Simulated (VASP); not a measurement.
# HfC in VASP: notebook, part 2 of 2

VASP 6.6.1. The steps go on from the part before.

### 4 Single point, PBE

This run uses another cell than the first one, of 12.45 Å³/atom, 1.020 times its volume.

Contents of INCAR:

```
ALGO = Normal
EDIFF = 1E-7
ENCUT = 520
GGA = PE
ISIF = 2
ISMEAR = 0
LASPH = T
LCHARG = F
LREAL = F
LWAVE = F
NBANDS = 14
NELM = 80
PREC = Accurate
SIGMA = 0.05
```

Contents of KPOINTS:

```
k-points
0
Gamma
  12 12 12
```

Contents of POSCAR:

```
HfC
1.0
    2.9589067086      0.0000000000      0.0000000000
    0.0000000000      2.9008889300      0.0000000000
    0.0000000000      0.0000000000      2.9008889300
Hf C
1 1
Direct
    0.0000000000      0.0000000000      0.0000000000
    0.5000000000      0.5000000000      0.5000000000
```

Potentials or basis: VASP PAW PBE potentials, release 64 (Hf_pv, C).

Command:

```bash
> cat potpaw_PBE.64/Hf_pv/POTCAR potpaw_PBE.64/C/POTCAR > POTCAR
> mpirun -np 1 vasp_std > vasp.out
```

OUTCAR:

```text
EDIFF = 1E-7
   ENCUT = 520
   GGA = PE
   ISIF = 2
   ISMEAR = 0
   LASPH = T
   LREAL = F
   NELM = 80
   PREC = Accurate

 ion  position               nearest neighbor table
   1  0.000  0.000  0.000-   2 2.53   2 2.53   2 2.53   2 2.53   2 2.53   2 2.53   2 2.53   2 2.53

   2  0.500  0.500  0.500-   1 2.53   1 2.53   1 2.53   1 2.53   1 2.53   1 2.53   1 2.53   1 2.53

  LATTYP: Found a simple tetragonal cell.
 ALAT       =     2.9008889300
 C/A-ratio  =     1.0200000000

  Lattice vectors:

 A1 = (   0.0000000000,   2.9008889300,   0.0000000000)
 A2 = (   0.0000000000,   0.0000000000,   2.9008889300)
 A3 = (   2.9589067086,   0.0000000000,   0.0000000000)

Analysis of symmetry for initial positions (statically):
=====================================================================
 Subroutine PRICEL returns:
 Original cell was already a primitive cell.

 Routine SETGRP: Setting up the symmetry group for a
 simple tetragonal supercell.

 Subroutine GETGRP returns: Found 16 space group operations
 (whereof 16 operations were pure point group operations)
 out of a pool of 16 trial point group operations.

The static configuration has the point symmetry D_4h.

Analysis of symmetry for dynamics (positions and initial velocities):
=====================================================================
 Subroutine PRICEL returns:
 Original cell was already a primitive cell.

 Routine SETGRP: Setting up the symmetry group for a
 simple tetragonal supercell.

 Subroutine GETGRP returns: Found 16 space group operations
 (whereof 16 operations were pure point group operations)
 out of a pool of 16 trial point group operations.

The dynamic configuration has the point symmetry D_4h.

 Subroutine INISYM returns: Found 16 space group operations
 (whereof 16 operations are pure point group operations),
 and found     1 'primitive' translations

----------------------------------------------------------------------------------------

                                     Primitive cell

  volume of cell :      24.8997

  direct lattice vectors                    reciprocal lattice vectors
     2.958906709  0.000000000  0.000000000     0.337962666  0.000000000  0.000000000
     0.000000000  2.900888930  0.000000000     0.000000000  0.344721919  0.000000000
     0.000000000  0.000000000  2.900888930     0.000000000  0.000000000  0.344721919

  length of vectors
     2.958906709  2.900888930  2.900888930     0.337962666  0.344721919  0.344721919

  position of ions in fractional coordinates (direct lattice)
     0.000000000  0.000000000  0.000000000
     0.500000000  0.500000000  0.500000000

  ion indices of the primitive-cell ions
   primitive index   ion index
                 1           1
                 2           2

----------------------------------------------------------------------------------------

 KPOINTS: k-points

Automatic generation of k-mesh.
 Grid dimensions read from file:
 generate k-points for:   12   12   12

 Generating k-lattice:

  Cartesian coordinates                     Fractional coordinates (reciprocal lattice)
     0.028163556  0.000000000  0.000000000     0.083333333  0.000000000  0.000000000
     0.000000000  0.028726827  0.000000000     0.000000000  0.083333333  0.000000000
     0.000000000  0.000000000  0.028726827     0.000000000  0.000000000  0.083333333

  Length of vectors
     0.028163556  0.028726827  0.028726827

  Shift w.r.t. Gamma in fractional coordinates (k-lattice)
     0.000000000  0.000000000  0.000000000

 Subroutine IBZKPT returns following result:
 ===========================================

 Found    196 irreducible k-points:

 Following reciprocal coordinates:
            Coordinates               Weight
  0.000000  0.000000  0.000000      1.000000
  0.083333  0.000000  0.000000      2.000000
  0.166667  0.000000  0.000000      2.000000
  0.250000  0.000000  0.000000      2.000000
  0.333333  0.000000  0.000000      2.000000
  0.416667  0.000000  0.000000      2.000000
[... 16 lines left out ...]
  0.083333  0.250000  0.000000      8.000000
  0.166667  0.250000  0.000000      8.000000
 [... further k-points ...]
   k-points           NKPTS =    196   k-points in BZ     NKDIM =    196   number of bands    NBANDS=     14
   number of dos      NEDOS =    301   number of ions     NIONS =      2
   total plane-waves  NPLWV =  13824
   dimension x,y,z NGX =    24 NGY =   24 NGZ =   24
   dimension x,y,z NGXF=    48 NGYF=   48 NGZF=   48
   ions per type =               1   1
   NGX,Y,Z   is equivalent  to a cutoff of  13.48, 13.75, 13.75 a.u.
   NGXF,Y,Z  is equivalent  to a cutoff of  26.97, 27.51, 27.51 a.u.
 SYSTEM =  unknown system
   PREC   = accura    normal or accurate (medium, high low for compatibility)
   ISTART =      0    job   : 0-new  1-cont  2-samecut
   ICHARG =      2    charge: 1-file 2-atom 10-const
   ISPIN  =      1    spin polarized calculation?
   LNONCOLLINEAR =      F non collinear calculations
   LSORBIT =      F    spin-orbit coupling
   LASPH  =      T    aspherical Exc in radial PAW
   ENCUT  =  520.0 eV  38.22 Ry    6.18 a.u.   5.50  5.39  5.39*2*pi/ulx,y,z
   NELM   =     80;   NELMIN=  2; NELMDL= -5     # of ELM steps
   EDIFF  = 0.1E-06   stopping-criterion for ELM
   LREAL  =      F    real-space projection
   EDIFFG = 0.1E-05   stopping-criterion for IOM
   NSW    =      0    number of steps for IOM
   IBRION =     -1    ionic relax: 0-MD 1-quasi-New 2-CG
   NFREE  =      0    steps in history (QN), initial steepest desc. (CG)
   ISIF   =      2    stress and relaxation
   ISYM   =      2    0-nonsym 1-usesym 2-fastsym
   POTIM  = 0.5000    time-step for ionic-motion
   TEBEG  =    0.0;   TEEND  =   0.0 temperature during run
   PSTRESS=    0.0 pullay stress
   NELECT =      14.0000    total number of electrons
   NUPDOWN=      -1.0000    fix difference up-down
   EMIN   =  10.00;   EMAX   =-10.00  energy-range for DOS
   EFERMI =   0.00;   METHOD = LEGACY
   ISMEAR =     0;   SIGMA  =   0.05  broadening in eV -4-tet -1-fermi 0-gaus
   EFERMI_NEDOS =   21; number of points for ismear=-14 and -15
   IALGO  =     38    algorithm
   IMIX   =      4    mixing-type and parameters
     AMIX     =   0.40;   BMIX     =  1.00
     AMIX_MAG =   1.60;   BMIX_MAG =  1.00
  volume/ion in A,a.u.               =      12.45        84.02
  Fermi-wavevector in a.u.,A,eV,Ry     =   1.351200  2.553398 24.840726  1.825742
  Thomas-Fermi vector in A             =   2.478642
   LORBIT       =      0    0 simple, 1 ext, 2 COOP (PROOUT), +10 PAW based schemes
   GGA     = PE    functional components
   LHFCALC =     F    Hartree Fock is set to
   AEXX    =    0.0000 exact exchange contribution
   IVDW    =     0    specifies the selected vdW correction
   LEPSILON=     F    determine dielectric tensor
   LRPA    =     F    only Hartree local field effects (RPA)
 non-spin polarized calculation
 Gauss-broadening in eV      SIGMA  =   0.05
  energy-cutoff  :      520.00
  volume of cell :       24.90
 maximum number of plane-waves:       707
 NGX is ok and might be reduce to    24
   NGX = 11   NGY = 11   NGZ = 11

 number of electron      14.0000002 magnetization

 Free energy of the ion-electron system (eV)
  ---------------------------------------------------
  ext. energy  EPLUGINS =         0.00000000
  ---------------------------------------------------
  free energy    TOTEN  =       -18.33243484 eV

  energy without entropy =      -18.32926865  energy(sigma->0) =      -18.33085175

 E-fermi :   6.4257     XC(G=0): -12.4387

 val. band max:        6.4148128925   @ k =   0.5000   0.1667   0.1667
 cond. band min:       6.4286992971   @ k =   0.3333   0.5000   0.1667
 fundamental gap:      0.0138864047
 Fermi energy:         6.4256931412

 k-point     1 :       0.0000    0.0000    0.0000
  band No.  band energies     occupation
      1     -23.6973      2.00000
      2     -23.6212      2.00000
      3     -23.6212      2.00000
      4      -6.2214      2.00000
      5       4.5761      2.00000
      6       4.5775      2.00000
      7       7.2850      0.00000
      8       7.5696      0.00000
      9       7.5696      0.00000
     10      12.3340      0.00000
     11      12.3340      0.00000
     12      12.5672      0.00000
     13      12.6053      0.00000
     14      19.5734      0.00000
[... 375 lines left out ...]
 k-point    24 :       0.1667    0.2500    0.0000
  band No.  band energies     occupation
      1     -24.1246      2.00000
      2     -23.8665      2.00000
      3     -23.5529      2.00000
      4      -4.6353      2.00000
      5       2.8611      2.00000
      6       4.4017      2.00000
      7       6.3897      1.69082
      8       6.5372      0.00161
      9       9.6373      0.00000
     10      11.3505      0.00000
     11      12.1012      0.00000
     12      14.0730      0.00000
     13      15.9549      0.00000
     14      19.5745      0.00000

 [... further k-points ...]
[... 5 lines left out ...]
  --------------------------------------------------------------------------------------
  -------------------------------------------------------------------------------------
  Total       -0.7137025     -0.8400925     -0.8400925      0.0000000      0.0000000      0.0000000
  in kB      -45.9234315    -54.0560412    -54.0560412      0.0000000      0.0000000      0.0000000
  external PRESSURE =     -51.3451713 kB  Pullay stress =       0.0000000 kB

 VOLUME and BASIS-vectors are now :
 -----------------------------------------------------------------------------
  energy-cutoff  :      520.00
  volume of cell :       24.90
      direct lattice vectors                 reciprocal lattice vectors
     2.958906709  0.000000000  0.000000000     0.337962666  0.000000000  0.000000000
     0.000000000  2.900888930  0.000000000     0.000000000  0.344721919  0.000000000
     0.000000000  0.000000000  2.900888930     0.000000000  0.000000000  0.344721919

 POSITION                                       TOTAL-FORCE (eV/Angst)
 -----------------------------------------------------------------------------------
      0.00000      0.00000      0.00000         0.000000      0.000000      0.000000
      1.47945      1.45044      1.45044         0.000000      0.000000      0.000000
 -----------------------------------------------------------------------------------
    total drift:                                0.000000      0.000000     -0.000000

  FREE ENERGIE OF THE ION-ELECTRON SYSTEM (eV)
  ---------------------------------------------------
  free  energy   TOTEN  =       -18.3324348432 eV

  energy  without entropy=      -18.3292686473  energy(sigma->0) =      -18.33085175
```

OSZICAR:

```text
N       E                     dE             d eps       ncg     rms          rms(c)
DAV:   1     0.273208912231E+02    0.27321E+02   -0.74079E+03  5512   0.956E+02
DAV:   2    -0.200066072729E+02   -0.47327E+02   -0.44330E+02  7132   0.203E+02
DAV:   3    -0.215653690139E+02   -0.15588E+01   -0.15494E+01  6574   0.271E+01
DAV:   4    -0.215719016579E+02   -0.65326E-02   -0.65319E-02  6728   0.217E+00
DAV:   5    -0.215719423722E+02   -0.40714E-04   -0.40714E-04  6486   0.146E-01    0.423E+01
DAV:   6    -0.188115369162E+02    0.27604E+01   -0.18565E+01  6136   0.188E+01    0.358E+01
DAV:   7    -0.183844473725E+02    0.42709E+00   -0.18371E+00  6092   0.671E+00    0.256E+01
DAV:   8    -0.183639717497E+02    0.20476E-01   -0.32900E-01  5980   0.394E+00    0.106E+01
DAV:   9    -0.183325162708E+02    0.31455E-01   -0.51654E-02  6086   0.152E+00    0.306E-01
DAV:  10    -0.183325205963E+02   -0.43255E-05   -0.41026E-03  6952   0.423E-01    0.298E-01
DAV:  11    -0.183324314122E+02    0.89184E-04   -0.16954E-04  6390   0.744E-02    0.198E-01
DAV:  12    -0.183324375736E+02   -0.61614E-05   -0.14734E-05  6394   0.300E-02    0.133E-01
DAV:  13    -0.183324346987E+02    0.28749E-05   -0.69682E-06  6810   0.191E-02    0.382E-02
DAV:  14    -0.183324348551E+02   -0.15639E-06   -0.87076E-07  6632   0.703E-03    0.551E-03
DAV:  15    -0.183324348432E+02    0.11910E-07   -0.17782E-08  3698   0.109E-03
   1 F= -.18332435E+02 E0= -.18330852E+02  d E =-.316620E-02
```

Wall time 20 s (1 thread of Intel Xeon 6975P-C (Granite Rapids), shared host); peak memory 0.19 GiB.

Results:

| Item | Value |
| --- | --- |
| Free energy | -18.3324 eV |
| Pressure | -5.1 GPa |
| Band gap on the k mesh | zero (band 7 reaches 7.29 eV, above the bottom of band 8 at 5.63 eV) |

Caveat: spin-orbit coupling is left out, which moves the levels of the heavy elements.
